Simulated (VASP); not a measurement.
# BaNa2MnP2O8 (P-3m1) in VASP: notebook

BaNa2MnP2O8 is run at these levels: PBE, r2SCAN; tasks: relaxation of cell and atoms, single point.

Program: VASP 6.6.1. These are calculated values, not measurements. Logs are shortened: lines on timing, memory, paths and dates and some standing lists are left out, and cuts for length are marked.

## (1) The cell of the first run

Symmetry: P-3m1, No. 164, trigonal system. The conventional cell has a = 5.376 Å, b = 5.376 Å, c = 7.100 Å, α = 90.00°, β = 90.00°, γ = 120.00°. Within 3.2 Å of Na (site symmetry 3m) lie 10 O at 2.45 to 2.94 Å and 4 P at 3.11 to 3.15 Å. Ba (site symmetry -3m) has 12 O at 2.81 to 3.11 Å and 2 Mn at 3.55 Å and 6 P at 3.55 Å and 6 Na at 3.84 Å within 3.9 Å. Mn (site symmetry -3m) has 6 O at 2.08 Å within 2.8 Å. P (site symmetry 3m) has 4 O at 1.55 to 1.56 Å within 2.1 Å. Within 2.1 Å of O (site symmetry 3m) lie 1 P at 1.55 Å. Within 2.1 Å of O (site symmetry m) lie 1 P at 1.56 Å and 1 Mn at 2.08 Å.

## (2) Relaxation of cell and atoms, PBE, collinear spin, ferromagnetic start

INCAR

```
PREC     = Accurate       # precision mode
ENCUT    = 600            # plane-wave cutoff, eV
EDIFF    = 1E-7           # SCF threshold, eV
ISMEAR   = 0              # smearing method
SIGMA    = 0.05           # smearing width, eV
LREAL    = False          # projectors in reciprocal space
LASPH    = True           # aspherical terms in the spheres
NELM     = 200            # most SCF steps
ALGO     = Normal         # electronic algorithm
ISIF     = 3              # what is computed and relaxed
LWAVE    = False          # write WAVECAR
LCHARG   = False          # write CHGCAR
ISPIN    = 2              # spin polarisation
MAGMOM   = 0 0 0 5 0 0 0 0 0 0 0 0 0 0 # initial moments
LORBIT   = 11             # projections on sites
LMAXMIX  = 4              # l up to which the mixer works
GGA      = PE             # functional
IBRION   = 2              # ionic algorithm
NSW      = 80             # ionic steps
EDIFFG   = -0.03          # ionic threshold
GGA_COMPAT= False        
NELMIN   = 4            
KPAR     = 4
```

KPOINTS

```
regular mesh
0
Gamma
  4 4 4
```

POSCAR

```
BaNa2MnP2O8
1.0
    5.3761000000      0.0000000000      0.0000000000
   -2.6880500000      4.6558391700      0.0000000000
    0.0000000000      0.0000000000      7.0999000000
Na Ba Mn P O
2 1 1 2 8
Direct
    0.3333333300      0.6666666700      0.1809220000
    0.6666666700      0.3333333300      0.8190780000
    0.0000000000      0.0000000000      0.5000000000
    0.0000000000      0.0000000000      0.0000000000
    0.3333333300      0.6666666700      0.7432070000
    0.6666666700      0.3333333300      0.2567930000
    0.3333333300      0.6666666700      0.5253630000
    0.6666666700      0.3333333300      0.4746370000
    0.8229305000      0.6458610000      0.1786850000
    0.8229305000      0.1770695000      0.1786850000
    0.3541390000      0.1770695000      0.1786850000
    0.1770695000      0.3541390000      0.8213150000
    0.1770695000      0.8229305000      0.8213150000
    0.6458610000      0.8229305000      0.8213150000
```

Potentials or basis: VASP PAW PBE potentials, release 64 (Na_pv, Ba_sv, Mn_pv, P, O).

Started as:

```bash
$ cat potpaw_PBE.64/Na_pv/POTCAR potpaw_PBE.64/Ba_sv/POTCAR potpaw_PBE.64/Mn_pv/POTCAR potpaw_PBE.64/P/POTCAR potpaw_PBE.64/O/POTCAR > POTCAR
$ mpirun -np 4 vasp_std > vasp.out
```

OUTCAR:

```text
PREC = Accurate
   ENCUT = 600
   EDIFF = 1E-7
   ISMEAR = 0
   LREAL = False
   LASPH = True
   NELM = 200
   ISIF = 3
   ISPIN = 2
   LORBIT = 11
   GGA = PE
   IBRION = 2
   NSW = 80
   EDIFFG = -0.03
   NELMIN = 4

 ion  position               nearest neighbor table
   1  0.333  0.667  0.181-
   2  0.667  0.333  0.819-
   3  0.000  0.000  0.500-   9 2.81  12 2.81  11 2.81  10 2.81  13 2.81  14 2.81   7 3.11   8 3.11
                             7 3.11   8 3.11   8 3.11   7 3.11   4 3.55   4 3.55   6 3.55   5 3.55
   4  0.000  0.000  0.000-   9 2.08  12 2.08  11 2.08  10 2.08  13 2.08  14 2.08   3 3.55   3 3.55

   5  0.333  0.667  0.743-   7 1.55  13 1.56  12 1.56  14 1.56   3 3.55   3 3.55   3 3.55
   6  0.667  0.333  0.257-   8 1.55  10 1.56   9 1.56  11 1.56   3 3.55   3 3.55   3 3.55
   7  0.333  0.667  0.525-   5 1.55   3 3.11   3 3.11   3 3.11
   8  0.667  0.333  0.475-   6 1.55   3 3.11   3 3.11   3 3.11
   9  0.823  0.646  0.179-   6 1.56   4 2.08   3 2.81
  10  0.823  0.177  0.179-   6 1.56   4 2.08   3 2.81
  11  0.354  0.177  0.179-   6 1.56   4 2.08   3 2.81
  12  0.177  0.354  0.821-   5 1.56   4 2.08   3 2.81
  13  0.177  0.823  0.821-   5 1.56   4 2.08   3 2.81
  14  0.646  0.823  0.821-   5 1.56   4 2.08   3 2.81

  LATTYP: Found a hexagonal cell.
 ALAT       =     5.3761000000
 C/A-ratio  =     1.3206413571

  Lattice vectors:

 A1 = (   5.3761000000,   0.0000000000,   0.0000000000)
 A2 = (  -2.6880500000,   4.6558391700,   0.0000000000)
 A3 = (   0.0000000000,   0.0000000000,   7.0999000000)

Analysis of symmetry for initial positions (statically):
=====================================================================
 Subroutine PRICEL returns:
 Original cell was already a primitive cell.

 Routine SETGRP: Setting up the symmetry group for a
 hexagonal supercell.

 Subroutine GETGRP returns: Found 12 space group operations
 (whereof 12 operations were pure point group operations)
 out of a pool of 24 trial point group operations.

The static configuration has the point symmetry D_3d.

Analysis of symmetry for dynamics (positions and initial velocities):
=====================================================================
 Subroutine PRICEL returns:
 Original cell was already a primitive cell.

 Routine SETGRP: Setting up the symmetry group for a
 hexagonal supercell.

 Subroutine GETGRP returns: Found 12 space group operations
 (whereof 12 operations were pure point group operations)
 out of a pool of 24 trial point group operations.

The dynamic configuration has the point symmetry D_3d.

Analysis of structural, dynamic, and magnetic symmetry:
=====================================================================
 Subroutine PRICEL returns:
 Original cell was already a primitive cell.

 Routine SETGRP: Setting up the symmetry group for a
 hexagonal supercell.

 Subroutine GETGRP returns: Found 12 space group operations
 (whereof 12 operations were pure point group operations)
 out of a pool of 24 trial point group operations.

The overall configuration has the point symmetry D_3d.

 Subroutine INISYM returns: Found 12 space group operations
 (whereof 12 operations are pure point group operations),
 and found     1 'primitive' translations

----------------------------------------------------------------------------------------

                                     Primitive cell

  volume of cell :     177.7123

  direct lattice vectors                    reciprocal lattice vectors
     5.376100000  0.000000000  0.000000000     0.186008445  0.107392026  0.000000000
    -2.688050000  4.655839170  0.000000000     0.000000000  0.214784051  0.000000000
     0.000000000  0.000000000  7.099900000     0.000000000  0.000000000  0.140847054

  length of vectors
     5.376100000  5.376099997  7.099900000     0.214784051  0.214784051  0.140847054

  position of ions in fractional coordinates (direct lattice)
     0.333333330  0.666666670  0.180922000
     0.666666670  0.333333330  0.819078000
     0.000000000  0.000000000  0.500000000
[... 52 lines left out ...]
  --------------------------------------------------------------------------------------
  -------------------------------------------------------------------------------------
  Total        4.3674394      4.3674394      2.9643548      0.0000000      0.0000000      0.0000000
  in kB       39.3749425     39.3749425     26.7253392      0.0000000      0.0000000      0.0000000
  external PRESSURE =      35.1584081 kB  Pullay stress =       0.0000000 kB
[... 125 lines left out ...]
  FREE ENERGIE OF THE ION-ELECTRON SYSTEM (eV)
  ---------------------------------------------------
  free  energy   TOTEN  =       -96.6377867259 eV

  energy  without entropy=      -96.6377867259  energy(sigma->0) =      -96.63778673

[... ionic steps 4 to 8 ...]

--------------------------------------- Ionic step        9  -------------------------------------------

 number of electron      94.9999986 magnetization       5.0000004

------------------------ aborting loop because EDIFF is reached ----------------------------------------
[... 91 lines left out ...]
--------------------------------------- Ionic step       11  -------------------------------------------

 number of electron      94.9999989 magnetization       5.0000004

 Free energy of the ion-electron system (eV)
  ---------------------------------------------------
  ext. energy  EPLUGINS =         0.00000000
  ---------------------------------------------------
  free energy    TOTEN  =       -96.67724325 eV

  energy without entropy =      -96.67724325  energy(sigma->0) =      -96.67724325

 E-fermi :   3.8835     XC(G=0):  -9.8573

 val. band max:        3.5429213409   @ k =   0.5000   0.0000   0.0000
 cond. band min:       5.9069890865   @ k =   0.0000   0.0000   0.0000
 fundamental gap:      2.3640677456
 Fermi energy:         3.8835120059

 spin component 1

 k-point     1 :       0.0000    0.0000    0.0000
  band No.  band energies     occupation
      1     -45.8535      1.00000
      2     -45.8390      1.00000
      3     -45.8390      1.00000
      4     -22.9383      1.00000
      5     -19.8558      1.00000
      6     -19.8520      1.00000
[... 1604 lines left out ...]
     58      11.2190      0.00000
     59      11.3126      0.00000
 [bands above 59 left out]

------------------------ aborting loop because EDIFF is reached ----------------------------------------

  FORCE on cell =-STRESS in cart. coord.  units (eV):
  Direction    XX          YY          ZZ          XY          YZ          ZX
  --------------------------------------------------------------------------------------
  -------------------------------------------------------------------------------------
  Total        0.1335073      0.1335073     -0.1049311      0.0000000     -0.0000000      0.0000000
  in kB        1.1598355      1.1598355     -0.9115814      0.0000000     -0.0000000      0.0000000
  external PRESSURE =       0.4693632 kB  Pullay stress =       0.0000000 kB
[... 29 lines left out ...]
  FREE ENERGIE OF THE ION-ELECTRON SYSTEM (eV)
  ---------------------------------------------------
  free  energy   TOTEN  =       -96.6772432520 eV

  energy  without entropy=      -96.6772432520  energy(sigma->0) =      -96.67724325

 reached required accuracy - stopping structural energy minimisation

 total charge

# of ion       s       p       d       tot
------------------------------------------
    1        0.031   5.972   0.000   6.003
    2        0.031   5.972   0.000   6.003
    3        1.996   5.643   0.227   7.866
    4        0.168   6.158   4.955  11.281
    5        0.912   1.496   0.000   2.408
    6        0.912   1.496   0.000   2.408
    7        1.562   3.559   0.000   5.121
    8        1.562   3.559   0.000   5.121
    9        1.557   3.585   0.000   5.142
   10        1.557   3.585   0.000   5.142
   11        1.557   3.585   0.000   5.142
   12        1.557   3.585   0.000   5.142
   13        1.557   3.585   0.000   5.142
   14        1.557   3.585   0.000   5.142
--------------------------------------------------
tot         16.516  55.365   5.182  77.063

 magnetization (x)

# of ion       s       p       d       tot
------------------------------------------
    1       -0.000  -0.000   0.000  -0.000
    2       -0.000  -0.000   0.000  -0.000
    3        0.000   0.000   0.000   0.001
    4        0.019   0.020   4.472   4.511
    5        0.007   0.012   0.000   0.019
    6        0.007   0.012   0.000   0.019
    7        0.001   0.009   0.000   0.010
    8        0.001   0.009   0.000   0.010
    9        0.006   0.024   0.000   0.030
   10        0.006   0.024   0.000   0.030
   11        0.006   0.024   0.000   0.030
   12        0.006   0.024   0.000   0.030
   13        0.006   0.024   0.000   0.030
   14        0.006   0.024   0.000   0.030
--------------------------------------------------
tot          0.071   0.207   4.472   4.750
```

Run time: 26 min. Hardware: 4 MPI ranks of Intel Xeon Platinum 8488C (Sapphire Rapids), shared host; peak memory 0.7 GiB.

Results:

```yaml
Free_energy: -96.6772 eV
Relaxed_volume: 13.17 Å³/atom
Relaxed_cell: a = 5.460 Å, b = 5.460 Å, c = 7.144 Å, α = 90.00°, β = 90.00°, γ = 120.00°
Space_group_after_relaxing_to_0.1_Å: P-3m1 (No. 164)
Energy_gained_by_relaxing: 14.9 meV/atom
Ionic_steps: 11
Pressure_after_relaxing: 0.0 GPa
Largest_force_after_relaxing: 0.027 eV/Å
Band_gap_on_the_k_mesh: 2.36 eV (least direct gap 2.42 eV)
Net_moment: 5.00 μB per cell
Site_moments: Na -0.00; Ba +0.00; Mn +4.51; P +0.02; O +0.01, +0.03 (each value once) μB
Valence_electrons_inside_the_program's_atomic_spheres: Na 6.00; Ba 7.87; Mn 11.28; P 2.41; O 5.12, 5.14 (each value once)
```

Forces in eV/Å, atoms in the order of the input:
```
Na   0.000  0.000  0.027
Na   0.000  0.000 -0.027
Ba   0.000  0.000  0.000
Mn   0.000  0.000  0.000
P    0.000  0.000 -0.024
P    0.000  0.000  0.024
O    0.000  0.000  0.010
O    0.000  0.000 -0.010
O    0.000 -0.006 -0.014
O   -0.005  0.003 -0.014
O    0.005  0.003 -0.014
O    0.000  0.006  0.014
O    0.005 -0.003  0.014
O   -0.005 -0.003  0.014
```

Step by step:
| step | energy change (eV) | largest force (eV/Å) | pressure (GPa) | volume (Å³) |
| --- | --- | --- | --- | --- |
| 1 | 0.0000 | 0.6425 | 3.52 | 177.71 |
| 2 | -0.1661 | 0.3004 | 0.57 | 184.97 |
| 3 | -0.1695 | 0.3848 | 0.14 | 186.25 |
| 4 | -0.1646 | 0.9749 | -1.32 | 187.33 |
| 5 | -0.1757 | 0.3496 | -0.49 | 186.71 |
| 6 | -0.1866 | 0.1660 | -0.70 | 186.51 |
| 7 | -0.1889 | 0.2804 | -0.83 | 186.37 |
| 8 | -0.1956 | 0.1984 | -0.53 | 185.89 |
| 9 | -0.2024 | 0.2216 | 0.27 | 184.69 |
| 10 | -0.2063 | 0.1517 | 0.19 | 184.60 |
| 11 | -0.2090 | 0.0269 | 0.05 | 184.42 |

Final structure:
```
Na Ba Mn P O
1.0
     5.45986    0.00000    0.00000
    -2.72993    4.72838    0.00000
     0.00000    0.00000    7.14375
Na Ba Mn P O
2 1 1 2 8
Cartesian
  0.0000 3.1522 1.3129
  2.7299 1.5761 5.8308
  0.0000 0.0000 3.5719
  0.0000 0.0000 0.0000
  0.0000 3.1522 5.2432
  2.7299 1.5761 1.9006
  0.0000 3.1522 3.7044
  2.7299 1.5761 3.4393
  2.7299 3.0361 1.3470
  3.9943 0.8461 1.3470
  1.4655 0.8461 1.3470
  0.0000 1.6922 5.7968
  -1.2644 3.8823 5.7968
  1.2644 3.8823 5.7968
```

Levels at points of the mesh, in eV from the valence-band top:
Spin up:
```tsv
k point	band 47	band 48	band 49	band 50	band 51	band 52	band 53	band 54
(0.00, 0.00, 0.00)	-1.40	-1.40	-0.06	-0.06	2.85	4.96	5.81	5.81
(0.50, 0.00, 0.00)	-1.01	-0.98	-0.37	0.00	4.96	5.03	5.37	5.68
(0.00, 0.00, 0.50)	-1.38	-1.38	-0.01	-0.01	3.97	4.28	5.15	5.79
(0.50, 0.00, 0.50)	-0.96	-0.90	-0.35	-0.03	4.85	4.95	5.48	5.69
```
Spin down:
| k point | band 43 | band 44 | band 45 | band 46 | band 47 | band 48 |
| --- | --- | --- | --- | --- | --- | --- |
| (0.00, 0.00, 0.00) | -1.94 | -1.92 | -1.75 | 2.36 | 2.73 | 2.73 |
| (0.50, 0.00, 0.00) | -2.12 | -1.85 | -1.75 | 2.68 | 2.88 | 2.94 |
| (0.00, 0.00, 0.50) | -1.76 | -1.76 | -1.76 | 2.59 | 2.73 | 2.73 |
| (0.50, 0.00, 0.50) | -2.16 | -1.96 | -1.92 | 2.71 | 2.88 | 2.99 |

Caveat: spin-orbit coupling is left out, which moves the levels of the heavy elements; a cell with one magnetic atom can't hold antiferromagnetic order, which such compounds often take. A k mesh can miss the band edges.

## (3) Single point, r2SCAN, collinear spin, ferromagnetic start (12.91 Å³/atom)

This run uses another cell than the first one, of 12.91 Å³/atom.

POSCAR

```
BaNa2MnP2O8
1.0
    5.4306371422      0.0000000000      0.0000000000
   -2.7153185711      4.7030697238      0.0000000000
    0.0000000000      0.0000000000      7.0778487242
Na Ba Mn P O
2 1 1 2 8
Direct
    0.3333333333      0.6666666667      0.1849035549
    0.6666666667      0.3333333333      0.8150964451
    0.0000000000      0.0000000000      0.5000000000
    0.0000000000      0.0000000000      0.0000000000
    0.3333333333      0.6666666667      0.7333274797
    0.6666666667      0.3333333333      0.2666725203
    0.3333333333      0.6666666667      0.5175911130
    0.6666666667      0.3333333333      0.4824088870
    0.8205584840      0.6411169680      0.1888999429
    0.8205584840      0.1794415160      0.1888999429
    0.3588830320      0.1794415160      0.1888999429
    0.1794415160      0.3588830320      0.8111000571
    0.1794415160      0.8205584840      0.8111000571
    0.6411169680      0.8205584840      0.8111000571
```

INCAR.step1

```
ALGO     = Normal         # electronic algorithm
EDIFF    = 1E-5           # SCF threshold, eV
ENCUT    = 660            # plane-wave cutoff, eV
GGA      = PE             # functional
GGA_COMPAT= F            
ISMEAR   = 0              # smearing method
ISPIN    = 2              # spin polarisation
KPAR     = 4            
LASPH    = T              # aspherical terms in the spheres
LCHARG   = F              # write CHGCAR
LMAXMIX  = 4              # l up to which the mixer works
LREAL    = F              # projectors in reciprocal space
LWAVE    = T              # write WAVECAR
MAGMOM   = 0 0 0 4.69 0 0 0 0 0 0 0 0 0 0 # initial moments
NBANDS   = 64             # bands
NELM     = 200            # most SCF steps
PREC     = Accurate       # precision mode
SIGMA    = 0.05           # smearing width, eV
```

INCAR.step2

```
ALGO     = Normal         # electronic algorithm
EDIFF    = 1E-6           # SCF threshold, eV
ENCUT    = 660            # plane-wave cutoff, eV
GGA_COMPAT= F            
ISIF     = 2              # what is computed and relaxed
ISMEAR   = 0              # smearing method
ISPIN    = 2              # spin polarisation
ISTART   = 1            
KPAR     = 4            
LASPH    = T              # aspherical terms in the spheres
LCHARG   = F              # write CHGCAR
LMAXMIX  = 4              # l up to which the mixer works
LMIXTAU  = T            
LORBIT   = 11             # projections on sites
LREAL    = F              # projectors in reciprocal space
LWAVE    = F              # write WAVECAR
MAGMOM   = 0 0 0 4.69 0 0 0 0 0 0 0 0 0 0 # initial moments
METAGGA  = R2SCAN         # meta-GGA
NBANDS   = 64             # bands
NELM     = 200            # most SCF steps
PREC     = Accurate       # precision mode
SIGMA    = 0.05           # smearing width, eV
```

KPOINTS

```
k-points
0
Gamma
  4 4 4
```

Potentials or basis: VASP PAW PBE potentials, release 64 (Na_pv, Ba_sv, Mn_pv, P, O).

Started as:

```bash
$ cat potpaw_PBE.64/Na_pv/POTCAR potpaw_PBE.64/Ba_sv/POTCAR potpaw_PBE.64/Mn_pv/POTCAR potpaw_PBE.64/P/POTCAR potpaw_PBE.64/O/POTCAR > POTCAR
$ cp INCAR.step1 INCAR
$ mpirun -np 4 vasp_std > vasp.out
$ cp INCAR.step2 INCAR
$ mpirun -np 4 vasp_std > vasp.out
```

Wall time 6.3 min (4 MPI ranks of Intel Xeon Platinum 8559C (Emerald Rapids), shared host); peak memory 0.75 GiB.

The run converged. Its results:

- Free energy: -151.1196 eV
- Pressure: -1.7 GPa
- Largest force: 0.167 eV/Å
- Band gap on the k mesh: 3.51 eV (least direct gap 3.57 eV)
- Net moment: 5.00 μB per cell
- Site moments: Na -0.00; Ba -0.00; Mn +4.58; P +0.02; O +0.01, +0.03 (each value once) μB
- Valence electrons inside the program's atomic spheres: Na 6.00; Ba 7.88; Mn 11.28; P 2.41; O 5.17, 5.19 (each value once)

Forces in eV/Å, atoms in the order of the input:
```
Na   0.000  0.000 -0.017
Na   0.000  0.000  0.017
Ba   0.000  0.000  0.000
Mn   0.000  0.000  0.000
P    0.000  0.000  0.068
P    0.000  0.000 -0.068
O    0.000  0.000  0.101
O    0.000  0.000 -0.101
O    0.000 -0.166  0.021
O   -0.144  0.083  0.021
O    0.144  0.083  0.021
O    0.000  0.166 -0.021
O    0.144 -0.083 -0.021
O   -0.144 -0.083 -0.021
```

Stress tensor (GPa, compression positive):
```
-1.84  0.00  0.00
 0.00 -1.84  0.00
 0.00  0.00 -1.54
```

Levels at points of the mesh, in eV from the valence-band top:
Spin up:
| k point | band 48 | band 49 | band 50 | band 51 | band 52 | band 53 |
| --- | --- | --- | --- | --- | --- | --- |
| (0.00, 0.00, 0.00) | -1.42 | -0.06 | -0.06 | 3.75 | 5.79 | 6.56 |
| (0.50, 0.00, 0.00) | -0.98 | -0.37 | 0.00 | 5.73 | 5.96 | 6.28 |
| (0.00, 0.00, 0.50) | -1.40 | -0.01 | -0.01 | 4.88 | 5.14 | 6.16 |
| (0.50, 0.00, 0.50) | -0.90 | -0.35 | -0.04 | 5.65 | 5.77 | 6.43 |
Spin down:
```csv
k point,band 41,band 42,band 43,band 44,band 45,band 46,band 47,band 48,band 49,band 50
"(0.00, 0.00, 0.00)",-1.98,-1.90,-1.90,-1.88,-1.69,3.51,4.09,4.09,4.20,5.37
"(0.50, 0.00, 0.00)",-2.58,-2.26,-2.08,-1.80,-1.70,4.02,4.22,4.32,4.99,5.38
"(0.00, 0.00, 0.50)",-2.30,-1.87,-1.71,-1.71,-1.70,3.92,4.08,4.08,5.16,5.21
"(0.50, 0.00, 0.50)",-2.32,-2.16,-2.11,-1.93,-1.88,4.06,4.24,4.37,5.00,5.41
```

Caveat: the PAW data sets were made with another functional, which shifts forces and pressure a little; spin-orbit coupling is left out, which moves the levels of the heavy elements; a cell with one magnetic atom can't hold antiferromagnetic order, which such compounds often take. A k mesh can miss the band edges.
